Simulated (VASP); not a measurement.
# NaAl2 (P-6m2) in VASP: notebook

Runs on NaAl2. Level: PBE. Tasks: single point, relaxation of cell and atoms.

Everything below comes from runs of VASP 6.6.1. Logs are shortened: lines on timing, memory, paths and dates and some standing lists are left out, and cuts for length are marked.

### 1 The cell of the first run

Symmetry: P-6m2, No. 187, hexagonal system. Conventional cell: a = 5.049 Å, b = 5.049 Å, c = 2.796 Å, α = 90.00°, β = 90.00°, γ = 120.00°. Na (site symmetry -6m2) has 2 Na at 2.80 Å and 9 Al at 2.92 to 3.23 Å within 3.7 Å. Al (site symmetry -6m2) has 8 Al at 2.80 to 3.23 Å and 6 Na at 3.23 Å within 3.7 Å. Within 3.7 Å of Al (site symmetry -6m2) lie 8 Al at 2.80 to 3.23 Å and 3 Na at 2.92 Å.

### 2 Single point, PBE

The input, INCAR:

```
  ALGO = Fast
  EDIFF = 1E-7
  ENCUT = 520
  GGA = PE
  ISIF = 2
  ISMEAR = 0
  LASPH = True
  LCHARG = True
  LELF = True
  LREAL = False
  LVHAR = True
  LWAVE = False
  NBANDS = 14
  NELM = 60
  PREC = Accurate
  SIGMA = 0.1
```

The input, KPOINTS:

```
k-points
0
Gamma
  12 12 16
```

The input, POSCAR:

```
NaAl2
1.0
    5.0491857266      0.0000000000      0.0000000000
   -2.5245928633      4.3727231077      0.0000000000
    0.0000000000      0.0000000000      2.7962448194
Na Al
1 2
Direct
    0.6666666667      0.3333333333      0.5000000000
    0.0000000000      0.0000000000      0.0000000000
    0.3333333333      0.6666666667      0.5000000000
```

Potentials or basis: VASP PAW PBE potentials, release 64 (Na_pv, Al).

On the command line:

```
$ cat potpaw_PBE.64/Na_pv/POTCAR potpaw_PBE.64/Al/POTCAR > POTCAR
$ mpirun -np 1 vasp_std > vasp.out
```

OUTCAR:

```text
EDIFF = 1E-7
   ENCUT = 520
   GGA = PE
   ISIF = 2
   ISMEAR = 0
   LASPH = True
   LREAL = False
   NELM = 60
   PREC = Accurate

 ion  position               nearest neighbor table
   1  0.667  0.333  0.500-   3 2.92   3 2.92   3 2.92
   2  0.000  0.000  0.000-   3 3.23   3 3.23   3 3.23   3 3.23   3 3.23   3 3.23
   3  0.333  0.667  0.500-   1 2.92   1 2.92   1 2.92   2 3.23   2 3.23   2 3.23   2 3.23   2 3.23
                             2 3.23

  LATTYP: Found a hexagonal cell.
 ALAT       =     5.0491857266
 C/A-ratio  =     0.5538011416

  Lattice vectors:

 A1 = (   5.0491857266,   0.0000000000,   0.0000000000)
 A2 = (  -2.5245928633,   4.3727231077,   0.0000000000)
 A3 = (   0.0000000000,   0.0000000000,   2.7962448194)

Analysis of symmetry for initial positions (statically):
=====================================================================
 Subroutine PRICEL returns:
 Original cell was already a primitive cell.

 Routine SETGRP: Setting up the symmetry group for a
 hexagonal supercell.

 Subroutine GETGRP returns: Found 12 space group operations
 (whereof 12 operations were pure point group operations)
 out of a pool of 24 trial point group operations.

The static configuration has the point symmetry D_3h.

Analysis of symmetry for dynamics (positions and initial velocities):
=====================================================================
 Subroutine PRICEL returns:
 Original cell was already a primitive cell.

 Routine SETGRP: Setting up the symmetry group for a
 hexagonal supercell.

 Subroutine GETGRP returns: Found 12 space group operations
 (whereof 12 operations were pure point group operations)
 out of a pool of 24 trial point group operations.

The dynamic configuration has the point symmetry D_3h.

 Subroutine INISYM returns: Found 12 space group operations
 (whereof 12 operations are pure point group operations),
 and found     1 'primitive' translations

----------------------------------------------------------------------------------------

                                     Primitive cell

  volume of cell :      61.7374

  direct lattice vectors                    reciprocal lattice vectors
     5.049185727  0.000000000  0.000000000     0.198051736  0.114345223  0.000000000
    -2.524592863  4.372723108  0.000000000     0.000000000  0.228690447  0.000000000
     0.000000000  0.000000000  2.796244819     0.000000000  0.000000000  0.357622477

  length of vectors
     5.049185727  5.049185727  2.796244819     0.228690447  0.228690447  0.357622477

  position of ions in fractional coordinates (direct lattice)
     0.666666667  0.333333333  0.500000000
     0.000000000  0.000000000  0.000000000
     0.333333333  0.666666667  0.500000000

  ion indices of the primitive-cell ions
   primitive index   ion index
                 1           1
                 2           2
                 3           3

----------------------------------------------------------------------------------------

 KPOINTS: k-points

Automatic generation of k-mesh.
 Grid dimensions read from file:
 generate k-points for:   12   12   16

 Generating k-lattice:

  Cartesian coordinates                     Fractional coordinates (reciprocal lattice)
     0.016504311  0.009528769  0.000000000     0.083333333  0.000000000  0.000000000
     0.000000000  0.019057537  0.000000000     0.000000000  0.083333333  0.000000000
     0.000000000  0.000000000  0.022351405     0.000000000  0.000000000  0.062500000

  Length of vectors
     0.019057537  0.019057537  0.022351405

  Shift w.r.t. Gamma in fractional coordinates (k-lattice)
     0.000000000  0.000000000  0.000000000

 Subroutine IBZKPT returns following result:
 ===========================================

 Found    171 irreducible k-points:

 Following reciprocal coordinates:
            Coordinates               Weight
  0.000000  0.000000  0.000000      1.000000
  0.083333  0.000000  0.000000      6.000000
  0.166667  0.000000  0.000000      6.000000
  0.250000  0.000000  0.000000      6.000000
  0.333333  0.000000  0.000000      6.000000
  0.416667  0.000000  0.000000      6.000000
[... 16 lines left out ...]
  0.250000  0.000000  0.062500     12.000000
  0.333333  0.000000  0.062500     12.000000
 [... further k-points ...]
   k-points           NKPTS =    171   k-points in BZ     NKDIM =    171   number of bands    NBANDS=     14
   number of dos      NEDOS =    301   number of ions     NIONS =      3
   total plane-waves  NPLWV =  38400
   dimension x,y,z NGX =    40 NGY =   40 NGZ =   24
   dimension x,y,z NGXF=    80 NGYF=   80 NGZF=   48
   ions per type =               1   2
   NGX,Y,Z   is equivalent  to a cutoff of  13.17, 13.17, 14.27 a.u.
   NGXF,Y,Z  is equivalent  to a cutoff of  26.34, 26.34, 28.54 a.u.
 SYSTEM =  unknown system
   PREC   = accura    normal or accurate (medium, high low for compatibility)
   ISTART =      0    job   : 0-new  1-cont  2-samecut
   ICHARG =      2    charge: 1-file 2-atom 10-const
   ISPIN  =      1    spin polarized calculation?
   LNONCOLLINEAR =      F non collinear calculations
   LSORBIT =      F    spin-orbit coupling
   LASPH  =      T    aspherical Exc in radial PAW
   ENCUT  =  520.0 eV  38.22 Ry    6.18 a.u.   9.39  9.39  5.20*2*pi/ulx,y,z
   NELM   =     60;   NELMIN=  2; NELMDL= -5     # of ELM steps
   EDIFF  = 0.1E-06   stopping-criterion for ELM
   LREAL  =      F    real-space projection
   EDIFFG = 0.1E-05   stopping-criterion for IOM
   NSW    =      0    number of steps for IOM
   IBRION =     -1    ionic relax: 0-MD 1-quasi-New 2-CG
   NFREE  =      0    steps in history (QN), initial steepest desc. (CG)
   ISIF   =      2    stress and relaxation
   ISYM   =      2    0-nonsym 1-usesym 2-fastsym
   POTIM  = 0.5000    time-step for ionic-motion
   TEBEG  =    0.0;   TEEND  =   0.0 temperature during run
   PSTRESS=    0.0 pullay stress
   NELECT =      13.0000    total number of electrons
   NUPDOWN=      -1.0000    fix difference up-down
   EMIN   =  10.00;   EMAX   =-10.00  energy-range for DOS
   EFERMI =   0.00;   METHOD = LEGACY
   ISMEAR =     0;   SIGMA  =   0.10  broadening in eV -4-tet -1-fermi 0-gaus
   EFERMI_NEDOS =   21; number of points for ismear=-14 and -15
   IALGO  =     68    algorithm
   IMIX   =      4    mixing-type and parameters
     AMIX     =   0.40;   BMIX     =  1.00
     AMIX_MAG =   1.60;   BMIX_MAG =  1.00
  volume/ion in A,a.u.               =      20.58       138.87
  Fermi-wavevector in a.u.,A,eV,Ry     =   0.973957  1.840512 12.906381  0.948592
  Thomas-Fermi vector in A             =   2.104378
   LORBIT       =      0    0 simple, 1 ext, 2 COOP (PROOUT), +10 PAW based schemes
   GGA     = PE    functional components
   LHFCALC =     F    Hartree Fock is set to
   AEXX    =    0.0000 exact exchange contribution
   IVDW    =     0    specifies the selected vdW correction
   LEPSILON=     F    determine dielectric tensor
   LRPA    =     F    only Hartree local field effects (RPA)
 non-spin polarized calculation
 RMM-DIIS sequential band-by-band and
 Gauss-broadening in eV      SIGMA  =   0.10
  energy-cutoff  :      520.00
  volume of cell :       61.74
 maximum number of plane-waves:      1690
 NGX is ok and might be reduce to    40
   NGX = 19   NGY = 19   NGZ = 11

 number of electron      12.9999999 magnetization

 Free energy of the ion-electron system (eV)
  ---------------------------------------------------
  ext. energy  EPLUGINS =         0.00000000
  ---------------------------------------------------
  free energy    TOTEN  =        -7.95430530 eV

  energy without entropy =       -7.94803909  energy(sigma->0) =       -7.95117220

 E-fermi :   4.6564     XC(G=0):  -9.0389

 val. band max:        4.6520905630   @ k =   0.2500   0.0000   0.2500
 cond. band min:       4.6775765392   @ k =   0.2500   0.1667   0.0625
 fundamental gap:      0.0254859762
 Fermi energy:         4.6564410093

 k-point     1 :       0.0000    0.0000    0.0000
  band No.  band energies     occupation
      1     -19.8460      2.00000
      2     -19.8460      2.00000
      3     -19.7711      2.00000
      4      -3.9553      2.00000
      5       2.1653      2.00000
      6       3.0037      2.00000
      7       3.0037      2.00000
      8       5.0319      0.00000
      9       5.0319      0.00000
     10       7.7205      0.00000
     11      13.6085      0.00000
     12      14.2841      0.00000
     13      17.2261      0.00000
     14      17.4242      0.00000

 k-point     2 :       0.0833    0.0000    0.0000
  band No.  band energies     occupation
      1     -19.8461      2.00000
      2     -19.8460      2.00000
      3     -19.7711      2.00000
      4      -3.9057      2.00000
      5       1.6301      2.00000
      6       2.8932      2.00000
      7       3.4377      2.00000
      8       5.0080      0.00000
      9       5.2391      0.00000
     10       8.0320      0.00000
     11      13.6448      0.00000
     12      14.3067      0.00000
     13      16.2139      0.00000
     14      16.3574      0.00000

 k-point     3 :       0.1667    0.0000    0.0000
  band No.  band energies     occupation
      1     -19.8466      2.00000
      2     -19.8461      2.00000
      3     -19.7711      2.00000
      4      -3.7584      2.00000
      5       0.8319      2.00000
      6       2.6561      2.00000
      7       3.6974      2.00000
      8       5.3232      0.00000
      9       5.7653      0.00000
     10       8.8130      0.00000
     11      13.7524      0.00000
     12      14.2944      0.00000
     13      14.9527      0.00000
     14      14.9939      0.00000

 k-point     4 :       0.2500    0.0000    0.0000
  band No.  band energies     occupation
      1     -19.8472      2.00000
      2     -19.8462      2.00000
      3     -19.7710      2.00000
      4      -3.5182      2.00000
      5       0.0489      2.00000
      6       2.4135      2.00000
      7       3.5323      2.00000
      8       6.1461      0.00000
      9       6.4862      0.00000
     10       9.8612      0.00000
     11      13.4151      0.00000
     12      13.5282      0.00000
     13      13.9271      0.00000
     14      14.6670      0.00000

 k-point     5 :       0.3333    0.0000    0.0000
  band No.  band energies     occupation
      1     -19.8478      2.00000
      2     -19.8464      2.00000
      3     -19.7710      2.00000
      4      -3.1976      2.00000
      5      -0.6708      2.00000
      6       2.2211      2.00000
      7       3.3037      2.00000
      8       7.1666      0.00000
      9       7.3360      0.00000
     10      11.0435      0.00000
     11      12.1630      0.00000
[... 276 lines left out ...]
 k-point    22 :       0.1667    0.0000    0.0625
  band No.  band energies     occupation
      1     -19.8452      2.00000
      2     -19.8447      2.00000
      3     -19.7815      2.00000
      4      -3.6838      2.00000
      5       0.9038      2.00000
      6       2.7250      2.00000
      7       3.7669      2.00000
      8       5.3930      0.00000
      9       5.8319      0.00000
     10       8.8699      0.00000
     11      12.0671      0.00000
     12      14.7372      0.00000
     13      14.9937      0.00000
     14      15.9249      0.00000

 k-point    23 :       0.2500    0.0000    0.0625
  band No.  band energies     occupation
      1     -19.8458      2.00000
      2     -19.8448      2.00000
      3     -19.7815      2.00000
      4      -3.4440      2.00000
      5       0.1211      2.00000
      6       2.4820      2.00000
      7       3.6038      2.00000
      8       6.2149      0.00000
      9       6.5529      0.00000
     10       9.9045      0.00000
     11      12.2491      0.00000
     12      13.4877      0.00000
     13      13.5838      0.00000
     14      15.3915      0.00000

 k-point    24 :       0.3333    0.0000    0.0625
  band No.  band energies     occupation
      1     -19.8464      2.00000
      2     -19.8450      2.00000
      3     -19.7815      2.00000
      4      -3.1239      2.00000
      5      -0.5982      2.00000
      6       2.2894      2.00000
      7       3.3768      2.00000
      8       7.2328      0.00000
      9       7.4027      0.00000
     10      11.0577      0.00000
     11      12.1492      0.00000
     12      12.2326      0.00000
     13      12.5768      0.00000
     14      14.8700      0.00000

 [... further k-points ...]
[... 5 lines left out ...]
  --------------------------------------------------------------------------------------
  -------------------------------------------------------------------------------------
  Total        0.0210716      0.0210716      0.0176482      0.0000000     -0.0000000     -0.0000000
  in kB        0.5468402      0.5468402      0.4579973      0.0000000     -0.0000000     -0.0000000
  external PRESSURE =       0.5172259 kB  Pullay stress =       0.0000000 kB

 VOLUME and BASIS-vectors are now :
 -----------------------------------------------------------------------------
  energy-cutoff  :      520.00
  volume of cell :       61.74
      direct lattice vectors                 reciprocal lattice vectors
     5.049185727  0.000000000  0.000000000     0.198051736  0.114345223  0.000000000
    -2.524592863  4.372723108  0.000000000     0.000000000  0.228690447  0.000000000
     0.000000000  0.000000000  2.796244819     0.000000000  0.000000000  0.357622477

 POSITION                                       TOTAL-FORCE (eV/Angst)
 -----------------------------------------------------------------------------------
      2.52459      1.45757      1.39812         0.000000      0.000000      0.000000
      0.00000      0.00000      0.00000         0.000000     -0.000000      0.000000
     -0.00000      2.91515      1.39812        -0.000000      0.000000      0.000000
 -----------------------------------------------------------------------------------
    total drift:                               -0.000001      0.000001      0.000000

  FREE ENERGIE OF THE ION-ELECTRON SYSTEM (eV)
  ---------------------------------------------------
  free  energy   TOTEN  =        -7.9543053021 eV

  energy  without entropy=       -7.9480390889  energy(sigma->0) =       -7.95117220
```

It took 2.4 min on 1 thread of Oxide Virtual Turin-like, shared host; peak memory 0.24 GiB.

Results:

* Free energy: -7.9543 eV
* Pressure: 0.1 GPa
* Band gap on the k mesh: zero (an odd number of electrons rules out a gap without spin polarisation)

Levels at points of the mesh, in eV from the Fermi level:
| k point | band 3 | band 4 | band 5 | band 6 | band 7 | band 8 | band 9 | band 10 | band 11 | band 12 |
| --- | --- | --- | --- | --- | --- | --- | --- | --- | --- | --- |
| (0.00, 0.00, 0.00) | -24.43 | -8.61 | -2.49 | -1.65 | -1.65 | 0.38 | 0.38 | 3.06 | 8.95 | 9.63 |
| (0.50, 0.00, 0.00) | -24.43 | -7.28 | -6.23 | -2.60 | -1.57 | 4.21 | 4.44 | 5.28 | 5.57 | 8.87 |
| (0.00, 0.00, 0.50) | -24.47 | -3.95 | -3.91 | 1.93 | 2.00 | 2.62 | 2.62 | 2.84 | 2.84 | 4.55 |
| (0.50, 0.00, 0.50) | -24.47 | -2.74 | -2.72 | -1.59 | -1.57 | 1.69 | 1.84 | 2.69 | 3.25 | 8.29 |

[end of part 1 of 2]

The gap in the log of VASP goes by the Fermi energy; the results here count the filled bands.